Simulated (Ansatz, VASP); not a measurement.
# One calculation of PbO2, two programs

The input POSCAR:

```
PbO2
1.0
    0.0000000000      2.6320363086      2.6320363086
    2.6320363086      0.0000000000      2.6320363086
    2.6320363086      2.6320363086      0.0000000000
Pb O
1 2
Direct
    0.0000000000      0.0000000000      0.0000000000
    0.2500000000      0.2500000000      0.2500000000
    0.7500000000      0.7500000000      0.7500000000
```

The input INCAR.step1:

```
PREC = Accurate
ENCUT = 520
ISMEAR = 0
SIGMA = 0.1
LREAL = False
LASPH = True
NELM = 60
NBANDS = 20
GGA = PE
ALGO = Normal
EDIFF = 1E-4
LWAVE = True
LCHARG = False
```

File INCAR.step2:

```
PREC = Accurate
ENCUT = 520
EDIFF = 1E-7
ISMEAR = 0
SIGMA = 0.1
LREAL = False
LASPH = True
NELM = 60
ALGO = Normal
ISIF = 2
LWAVE = False
LCHARG = False
METAGGA = R2SCAN
LMIXTAU = True
NBANDS = 20
ISTART = 1
```

File KPOINTS:

```
Automatic mesh
0
Gamma
  14 14 14
```

Input for Ansatz:

```yaml
crystal:
  lattice:
    - [0.0, 2.6320363086, 2.6320363086]
    - [2.6320363086, 0.0, 2.6320363086]
    - [2.6320363086, 2.6320363086, 0.0]
  atoms:
    - { symbol: Pb, position: [0.0, 0.0, 0.0] }
    - { symbol: O, position: [0.25, 0.25, 0.25] }
    - { symbol: O, position: [0.75, 0.75, 0.75] }
basis:
  ecutwfc: 500
kpoints:
  mp_grid: { grid: [14, 14, 14] }
hamiltonian:
  xc: r2scan
scf:
  occupations: { method: gaussian, width: 0.1 }
output:
  forces: true
  stress: true
  eigenvalues: true
```

Alike in both runs: task single point; functional r2SCAN; k mesh 14 × 14 × 14; occupations gaussian, width 0.1 eV; no spin polarisation.

|  | VASP | Ansatz |
| --- | --- | --- |
| version | VASP 6.6.1 | Ansatz 0.2.0 |
| potentials or method | VASP PAW PBE potentials, release 64 (Pb_d, O), cutoff 520 eV | scalar-relativistic, plane waves, PAW |
| valence electrons in the cell | 26 | 26 |

VASP gave:

- gap on the k mesh at the Fermi level (eV): none
- pressure (GPa): 6.6

Problem. Which values does Ansatz return?

Solution. gap on the k mesh at the Fermi level (eV): none; pressure (GPa): 5.4.

VASP's potentials were made for PBE, not for r2SCAN. A gap of «none» marks a metal or a gap that the smearing closes.

Spin-orbit coupling is off throughout.
